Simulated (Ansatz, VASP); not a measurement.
## InSb: VASP beside Ansatz

File INCAR:

```
SYSTEM = InSb
  ALGO = Normal
  EDIFF = 1E-8
  ENCUT = 520
  GGA = PE
  ISIF = 2
  ISMEAR = -1
  LASPH = .True.
  LCHARG = .False.
  LEFG = .True.
  LREAL = .False.
  LWAVE = .False.
  NBANDS = 16
  NELM = 60
  PREC = Accurate
  SIGMA = 0.03
```

Contents of KPOINTS:

```
k-points
0
Gamma
  10 10 10
  0 0 0
```

The input POSCAR:

```
InSb
1.0
    0.0000000000      3.2498612086      3.2498612086
    3.2498612086      0.0000000000      3.2498612086
    3.2498612086      3.2498612086      0.0000000000
In Sb
1 1
Direct
    0.0000000000      0.0000000000      0.0000000000
    0.7500000000      0.7500000000      0.7500000000
```

Input for Ansatz:

```yaml
crystal:
  lattice:
    - [0.0, 3.2498612086, 3.2498612086]
    - [3.2498612086, 0.0, 3.2498612086]
    - [3.2498612086, 3.2498612086, 0.0]
  atoms:
    - { symbol: In, position: [0.0, 0.0, 0.0] }
    - { symbol: Sb, position: [0.75, 0.75, 0.75] }
kpoints:
  mp_grid: { grid: [10, 10, 10] }
scf:
  occupations: { method: fermi_dirac, width: 0.03 }
hamiltonian:
  xc: pbe
  pseudopotentials: { kind: all_electron, datasets: crystal }
output:
  forces: true
  stress: true
  eigenvalues: true
  efg: { contact_densities: true }
```

Change from the starting cell: volume scaled by 1.01, crystal datasets.

Alike in both runs: task electric field gradients; functional PBE; k mesh 10 × 10 × 10; occupations fermi-dirac, width 0.03 eV; no spin polarisation.

|  | VASP | Ansatz |
| --- | --- | --- |
| version | VASP 6.6.1 | Ansatz 0.2.0 |
| potentials or method | VASP PAW PBE potentials, release 64 (In_d, Sb), cutoff 520 eV | all-electron PAW with datasets made for the crystal, scalar-relativistic |

```csv
,VASP,Ansatz,Ansatz less VASP
pressure (GPa),2.6,2.7,+0.03
```

Ansatz ran all-electron here, and VASP with PAW potentials.

Neither program's run includes spin-orbit coupling.
